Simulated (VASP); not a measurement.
# Mg (Im-3m) in VASP: notebook

Mg is run at these levels: PBEsol; tasks: electric field gradients.

Program: VASP 6.6.1. These are calculated values, not measurements. Logs are shortened: lines on timing, memory, paths and dates and some standing lists are left out, and cuts for length are marked.

## 1. The cell of the first run

The structure is cubic, space group Im-3m (No. 229). The conventional cell has a = 2.893 Å, b = 2.893 Å, c = 2.893 Å, α = 90.00°, β = 90.00°, γ = 90.00°. Within 3.3 Å of Mg (site symmetry m-3m) lie 14 Mg at 2.51 to 2.89 Å.

## 2. Electric field gradients, PBEsol (volume scaled by 0.9405)

File INCAR:

```
ALGO = Normal
EDIFF = 1E-8
ENCUT = 520
GGA = PS
ISIF = 2
ISMEAR = -1
LASPH = True
LCHARG = False
LEFG = True
LREAL = False
LWAVE = False
NBANDS = 7
NELM = 100
PREC = Accurate
SIGMA = 0.05
```

File KPOINTS:

```
k-points
0
Gamma
  16 16 16
```

File POSCAR:

```
Mg
1.0
   -1.4466152907      1.4466152907      1.4466152907
    1.4466152907     -1.4466152907      1.4466152907
    1.4466152907      1.4466152907     -1.4466152907
Mg
1
Direct
    0.0000000000      0.0000000000      0.0000000000
```

Potentials or basis: VASP PAW PBE potentials, release 64 (Mg).

On the command line:

```bash
cat potpaw_PBE.64/Mg/POTCAR > POTCAR
mpirun -np 1 vasp_std > vasp.out
```

OUTCAR:

```text
EDIFF = 1E-8
   ENCUT = 520
   GGA = PS
   ISIF = 2
   ISMEAR = -1
   LASPH = True
   LREAL = False
   NELM = 100
   PREC = Accurate

 ion  position               nearest neighbor table
   1  0.000  0.000  0.000-

  LATTYP: Found a body centered cubic cell.
 ALAT       =     2.8932305814

  Lattice vectors:

 A1 = (  -1.4466152907,   1.4466152907,   1.4466152907)
 A2 = (   1.4466152907,  -1.4466152907,   1.4466152907)
 A3 = (   1.4466152907,   1.4466152907,  -1.4466152907)

Analysis of symmetry for initial positions (statically):
=====================================================================
 Subroutine PRICEL returns:
 Original cell was already a primitive cell.

 Routine SETGRP: Setting up the symmetry group for a
 body centered cubic supercell.

 Subroutine GETGRP returns: Found 48 space group operations
 (whereof 48 operations were pure point group operations)
 out of a pool of 48 trial point group operations.

The static configuration has the point symmetry O_h .

Analysis of symmetry for dynamics (positions and initial velocities):
=====================================================================
 Subroutine PRICEL returns:
 Original cell was already a primitive cell.

 Routine SETGRP: Setting up the symmetry group for a
 body centered cubic supercell.

 Subroutine GETGRP returns: Found 48 space group operations
 (whereof 48 operations were pure point group operations)
 out of a pool of 48 trial point group operations.

The dynamic configuration has the point symmetry O_h .

 Subroutine INISYM returns: Found 48 space group operations
 (whereof 48 operations are pure point group operations),
 and found     1 'primitive' translations

----------------------------------------------------------------------------------------

                                     Primitive cell

  volume of cell :      12.1093

  direct lattice vectors                    reciprocal lattice vectors
    -1.446615291  1.446615291  1.446615291     0.000000000  0.345634394  0.345634394
     1.446615291 -1.446615291  1.446615291     0.345634394  0.000000000  0.345634394
[... 114 lines left out ...]
 non-spin polarized calculation
  energy-cutoff  :      520.00
  volume of cell :       12.11
 maximum number of plane-waves:       337
   NGX =  9   NGY =  9   NGZ =  9

 number of electron       2.0000000 magnetization

 Free energy of the ion-electron system (eV)
  ---------------------------------------------------
  ext. energy  EPLUGINS =         0.00000000
  ---------------------------------------------------
  free energy    TOTEN  =        -0.20790240 eV

  energy without entropy =       -0.20571745  energy(sigma->0) =       -0.20680993

 E-fermi :   7.0188     XC(G=0): -10.8224

 val. band max:        6.9842744633   @ k =   0.3750   0.1250   0.1250
 cond. band min:       7.0721058566   @ k =   0.3750   0.1875   0.0625
 fundamental gap:      0.0878313933
 Fermi energy:         7.0187911995

 k-point     1 :       0.0000    0.0000    0.0000
  band No.  band energies     occupation
      1      -3.1449      2.00000
      2      24.9745      0.00000
      3      24.9745      0.00000
      4      24.9745      0.00000
      5      27.8456      0.00000
      6      27.8456      0.00000
      7      29.6968      0.00000
[... 221 lines left out ...]
 k-point    24 :       0.2500    0.1875    0.0000
  band No.  band energies     occupation
      1       1.8560      2.00000
      2      11.3682      0.00000
      3      14.3680      0.00000
      4      21.5744      0.00000
      5      25.3857      0.00000
      6      29.2045      0.00000
      7      32.3859      0.00000

 [... further k-points ...]

------------------------ aborting loop because EDIFF is reached ----------------------------------------

  FORCE on cell =-STRESS in cart. coord.  units (eV):
  Direction    XX          YY          ZZ          XY          YZ          ZX
  --------------------------------------------------------------------------------------
  -------------------------------------------------------------------------------------
  Total        5.8061631      5.8061631      5.8061631      0.0000000      0.0000000     -0.0000000
  in kB      768.2112647    768.2112647    768.2112647      0.0000000      0.0000000     -0.0000000
  external PRESSURE =     768.2112647 kB  Pullay stress =       0.0000000 kB

 VOLUME and BASIS-vectors are now :
 -----------------------------------------------------------------------------
  energy-cutoff  :      520.00
  volume of cell :       12.11
      direct lattice vectors                 reciprocal lattice vectors
    -1.446615291  1.446615291  1.446615291     0.000000000  0.345634394  0.345634394
     1.446615291 -1.446615291  1.446615291     0.345634394  0.000000000  0.345634394
     1.446615291  1.446615291 -1.446615291     0.345634394  0.345634394  0.000000000

 POSITION                                       TOTAL-FORCE (eV/Angst)
 -----------------------------------------------------------------------------------
      0.00000      0.00000      0.00000        -0.000000      0.000000      0.000000
 -----------------------------------------------------------------------------------
    total drift:                                0.000000      0.000000      0.000000

  FREE ENERGIE OF THE ION-ELECTRON SYSTEM (eV)
  ---------------------------------------------------
  free  energy   TOTEN  =        -0.2079023977 eV

  energy  without entropy=       -0.2057174532  energy(sigma->0) =       -0.20680993

 Electric field gradients (V/A^2)
---------------------------------------------------------------------
 ion       V_xx      V_yy      V_zz      V_xy      V_xz      V_yz
---------------------------------------------------------------------
   1      -0.000    -0.000     0.000     0.000     0.000     0.000
---------------------------------------------------------------------

 Electric field gradients after diagonalization (V/A^2)
 (convention: |V_zz| > |V_xx| > |V_yy|)
----------------------------------------------------------------------
 ion       V_xx      V_yy      V_zz     asymmetry (V_yy - V_xx)/ V_zz
----------------------------------------------------------------------
   1      -0.000    -0.000     0.000       0.000
----------------------------------------------------------------------

           NMR quadrupolar parameters

 Cq : quadrupolar parameter    Cq=e*Q*V_zz/h
 eta: asymmetry parameters     (V_yy - V_xx)/ V_zz
 Q  : nuclear electric quadrupole moment in mb (millibarn)
----------------------------------------------------------------------
 ion       Cq(MHz)       eta       Q (mb)
----------------------------------------------------------------------
   1       0.000       0.000       1.000
----------------------------------------------------------------------
```

stdout:

```text
POSCAR found type information on POSCAR Mg
 POSCAR found :  1 types and       1 ions
 scaLAPACK will be used
 -----------------------------------------------------------------------------
|                                                                             |
|                                                                             |
|     You enforced a specific xc type in the INCAR file but a different       |
|     I HOPE YOU KNOW WHAT YOU ARE DOING!                                     |
|                                                                             |
 -----------------------------------------------------------------------------

 LDA part: xc-table for (Slater+PW92), standard interpolation
 POSCAR, INCAR and KPOINTS ok, starting setup
 FFT: planning ... GRIDC
 FFT: planning ... GRID_SOFT
 FFT: planning ... GRID
 WAVECAR not read
 entering main loop
ion   1
```

Run time: 14 s. Hardware: 1 thread of Intel Xeon Platinum 8375C at 2.90GHz (Ice Lake), shared host; peak memory 0.12 GiB.

What came out:

```
Free energy            : -0.2079 eV
Pressure               : 76.8 GPa
Band gap on the k mesh : zero (band 1 reaches 10.88 eV, above the bottom of band 2 at 6.09 eV)
```

Caveat: without QUAD_EFG the Cq values of the log hold for a quadrupole moment of 1 mb, not for the nuclei; the PAW data sets were made with another functional, which shifts forces and pressure a little.

## 3. Electric field gradients, PBEsol (volume scaled by 0.97)

File INCAR:

```
SYSTEM = Mg
  PREC = Accurate
  ENCUT = 520
  EDIFF = 1E-8
  ISMEAR = -1
  SIGMA = 0.05
  LREAL = .False.
  LASPH = .True.
  NELM = 100
  ALGO = Normal
  ISIF = 2
  LWAVE = .False.
  LCHARG = .False.
  GGA = PS
  LEFG = .True.
  NBANDS = 7
```

File KPOINTS:

```
regular mesh
0
Gamma
  16 16 16
  0 0 0
```

File POSCAR:

```
Mg
1.0
   -1.4615848388      1.4615848388      1.4615848388
    1.4615848388     -1.4615848388      1.4615848388
    1.4615848388      1.4615848388     -1.4615848388
Mg
1
Direct
    0.0000000000      0.0000000000      0.0000000000
```

Potentials or basis: VASP PAW PBE potentials, release 64 (Mg).

On the command line:

```bash
cat potpaw_PBE.64/Mg/POTCAR > POTCAR
mpirun -np 1 vasp_std > vasp.out
```

OUTCAR:

```text
SYSTEM = Mg
   PREC = Accurate
   ENCUT = 520
   EDIFF = 1E-8
   ISMEAR = -1
   LREAL = .False.
   LASPH = .True.
   NELM = 100
   ISIF = 2
   GGA = PS

 ion  position               nearest neighbor table
   1  0.000  0.000  0.000-

  LATTYP: Found a body centered cubic cell.
 ALAT       =     2.9231696776

  Lattice vectors:

 A1 = (  -1.4615848388,   1.4615848388,   1.4615848388)
 A2 = (   1.4615848388,  -1.4615848388,   1.4615848388)
 A3 = (   1.4615848388,   1.4615848388,  -1.4615848388)

Analysis of symmetry for initial positions (statically):
=====================================================================
 Subroutine PRICEL returns:
 Original cell was already a primitive cell.

 Routine SETGRP: Setting up the symmetry group for a
 body centered cubic supercell.

 Subroutine GETGRP returns: Found 48 space group operations
 (whereof 48 operations were pure point group operations)
 out of a pool of 48 trial point group operations.

The static configuration has the point symmetry O_h .

Analysis of symmetry for dynamics (positions and initial velocities):
=====================================================================
 Subroutine PRICEL returns:
 Original cell was already a primitive cell.

 Routine SETGRP: Setting up the symmetry group for a
 body centered cubic supercell.

 Subroutine GETGRP returns: Found 48 space group operations
 (whereof 48 operations were pure point group operations)
 out of a pool of 48 trial point group operations.

The dynamic configuration has the point symmetry O_h .

 Subroutine INISYM returns: Found 48 space group operations
[... 151 lines left out ...]
      1      -3.2441      2.00000
      2      24.4315      0.00000
      3      24.4315      0.00000
      4      24.4315      0.00000
      5      27.2528      0.00000
      6      27.2528      0.00000
      7      29.0666      0.00000
[... 221 lines left out ...]
 k-point    24 :       0.2500    0.1875   -0.0000
  band No.  band energies     occupation
      1       1.6614      2.00000
      2      11.0438      0.00000
      3      13.9673      0.00000
      4      20.9462      0.00000
      5      24.8140      0.00000
      6      28.4862      0.00000
      7      31.6447      0.00000

 [... further k-points ...]

------------------------ aborting loop because EDIFF is reached ----------------------------------------

  FORCE on cell =-STRESS in cart. coord.  units (eV):
  Direction    XX          YY          ZZ          XY          YZ          ZX
  --------------------------------------------------------------------------------------
  -------------------------------------------------------------------------------------
  Total        5.3574949      5.3574949      5.3574949     -0.0000000     -0.0000000     -0.0000000
  in kB      687.2903897    687.2903897    687.2903897     -0.0000000     -0.0000000     -0.0000000
  external PRESSURE =     687.2903897 kB  Pullay stress =       0.0000000 kB

 VOLUME and BASIS-vectors are now :
 -----------------------------------------------------------------------------
  energy-cutoff  :      520.00
  volume of cell :       12.49
      direct lattice vectors                 reciprocal lattice vectors
    -1.461584839  1.461584839  1.461584839     0.000000000  0.342094408  0.342094408
     1.461584839 -1.461584839  1.461584839     0.342094408  0.000000000  0.342094408
     1.461584839  1.461584839 -1.461584839     0.342094408  0.342094408  0.000000000

 POSITION                                       TOTAL-FORCE (eV/Angst)
 -----------------------------------------------------------------------------------
      0.00000      0.00000      0.00000        -0.000000      0.000000     -0.000000
 -----------------------------------------------------------------------------------
    total drift:                                0.000000      0.000000     -0.000000

  FREE ENERGIE OF THE ION-ELECTRON SYSTEM (eV)
  ---------------------------------------------------
  free  energy   TOTEN  =        -0.3803062414 eV

  energy  without entropy=       -0.3780580658  energy(sigma->0) =       -0.37918215

 Electric field gradients (V/A^2)
---------------------------------------------------------------------
 ion       V_xx      V_yy      V_zz      V_xy      V_xz      V_yz
---------------------------------------------------------------------
   1      -0.000    -0.000    -0.000     0.000     0.000     0.000
---------------------------------------------------------------------

 Electric field gradients after diagonalization (V/A^2)
 (convention: |V_zz| > |V_xx| > |V_yy|)
----------------------------------------------------------------------
 ion       V_xx      V_yy      V_zz     asymmetry (V_yy - V_xx)/ V_zz
----------------------------------------------------------------------
   1      -0.000    -0.000     0.000       0.000
----------------------------------------------------------------------

           NMR quadrupolar parameters

 Cq : quadrupolar parameter    Cq=e*Q*V_zz/h
 eta: asymmetry parameters     (V_yy - V_xx)/ V_zz
 Q  : nuclear electric quadrupole moment in mb (millibarn)
----------------------------------------------------------------------
 ion       Cq(MHz)       eta       Q (mb)
----------------------------------------------------------------------
   1       0.000       0.000       1.000
----------------------------------------------------------------------
```

stdout:

```text
POSCAR found type information on POSCAR Mg
 POSCAR found :  1 types and       1 ions
 scaLAPACK will be used
 -----------------------------------------------------------------------------
|                                                                             |
|                                                                             |
|     You enforced a specific xc type in the INCAR file but a different       |
|     I HOPE YOU KNOW WHAT YOU ARE DOING!                                     |
|                                                                             |
 -----------------------------------------------------------------------------

 LDA part: xc-table for (Slater+PW92), standard interpolation
 POSCAR, INCAR and KPOINTS ok, starting setup
 FFT: planning ... GRIDC
 FFT: planning ... GRID_SOFT
 FFT: planning ... GRID
 WAVECAR not read
 entering main loop
ion   1
```

Run time: 12 s. Hardware: 1 thread of Intel Xeon Platinum 8375C at 2.90GHz (Ice Lake), shared host; peak memory 0.12 GiB.

What came out:

```
Free energy            : -0.3803 eV
Pressure               : 68.7 GPa
Band gap on the k mesh : zero (band 1 reaches 10.64 eV, above the bottom of band 2 at 5.83 eV)
```

Caveat: without QUAD_EFG the Cq values of the log hold for a quadrupole moment of 1 mb, not for the nuclei; the PAW data sets were made with another functional, which shifts forces and pressure a little.

(Continued in part 2 of 2.)
